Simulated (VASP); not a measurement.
Write the native input for VASP 6.6.1 that does the following.

```yaml
Task: single point
Functional: r2SCAN
Potentials_or_basis: VASP PAW PBE potentials, release 64 (O, K_sv, Mo_sv, Mn_pv)
Cutoff: 520 eV
k_mesh: 7 × 7 × 7
Occupations: fermi-dirac, width 0.1 eV
Spin: no spin polarisation
Dipole_correction: no
Further_INCAR_settings: ALGO = Normal; EDIFF = 1e-06; NBANDS = 52
```

K2MnMoO6:

```xyz
10
Lattice="0.0000 4.1261 4.1261 4.1261 0.0000 4.1261 4.1261 4.1261 0.0000" Properties=species:S:1:pos:R:3 pbc="T T T"
O     2.1786    4.1261    4.1261
O     4.1261    2.1786    4.1261
O     6.0737    4.1261    4.1261
O     4.1261    6.0737    4.1261
O     4.1261    4.1261    2.1786
O     4.1261    4.1261    6.0737
K     2.0631    2.0631    2.0631
K     6.1892    6.1892    6.1892
Mo    4.1261    4.1261    4.1261
Mn    0.0000    0.0000    0.0000
```

One way to write it, as run:

POSCAR

```
K2MnMoO6
1.0
    0.0000000000      4.1261220000      4.1261220000
    4.1261220000      0.0000000000      4.1261220000
    4.1261220000      4.1261220000      0.0000000000
O K Mo Mn
6 2 1 1
Direct
    0.7360000000      0.2640000000      0.2640000000
    0.2640000000      0.7360000000      0.2640000000
    0.2640000000      0.7360000000      0.7360000000
    0.7360000000      0.2640000000      0.7360000000
    0.2640000000      0.2640000000      0.7360000000
    0.7360000000      0.7360000000      0.2640000000
    0.2500000000      0.2500000000      0.2500000000
    0.7500000000      0.7500000000      0.7500000000
    0.5000000000      0.5000000000      0.5000000000
    0.0000000000      0.0000000000      0.0000000000
```

INCAR.step1

```
  PREC = Accurate
  ENCUT = 520
  ISMEAR = -1
  SIGMA = 0.1
  LREAL = False
  LASPH = True
  NELM = 60
  NBANDS = 52
  GGA = PE
  ALGO = Normal
  EDIFF = 1E-4
  LWAVE = True
  LCHARG = False
```

INCAR.step2

```
  PREC = Accurate
  ENCUT = 520
  EDIFF = 1E-6
  ISMEAR = -1
  SIGMA = 0.1
  LREAL = False
  LASPH = True
  NELM = 60
  ALGO = Normal
  ISIF = 2
  LWAVE = False
  LCHARG = True
  METAGGA = R2SCAN
  LMIXTAU = True
  LELF = True
  LVHAR = True
  NBANDS = 52
  ISTART = 1
```

KPOINTS

```
regular mesh
0
Gamma
  7 7 7
```

Potentials or basis: VASP PAW PBE potentials, release 64 (O, K_sv, Mo_sv, Mn_pv).

Command:

```console
$ cat potpaw_PBE.64/O/POTCAR potpaw_PBE.64/K_sv/POTCAR potpaw_PBE.64/Mo_sv/POTCAR potpaw_PBE.64/Mn_pv/POTCAR > POTCAR
$ cp INCAR.step1 INCAR
$ mpirun -np 1 vasp_std > vasp.out
$ cp INCAR.step2 INCAR
$ mpirun -np 1 vasp_std > vasp.out
```

It gave:

```json
{
 "Pressure": "-19.0 GPa",
 "Largest force": "1.357 eV/Å",
 "Band gap on the k mesh": "zero (an odd number of electrons rules out a gap without spin polarisation)"
}
```

Caveat: the cell stands under tension; the PAW data sets were made with another functional, which shifts forces and pressure a little; an odd number of electrons without spin polarisation forces a metal; a magnetic or distorted state may lie lower; the run has no spin polarisation, though such a crystal can be magnetic; semilocal functionals often make such compounds metallic where correlation or magnetic order opens a gap, which also shifts bond lengths.

Wall time 18 min on 1 thread of Intel(R) Xeon(R) Platinum 8259CL CPU @ 2.50GHz (Skylake/Cascade Lake), with other jobs on the host, peak memory 0.45 GiB.
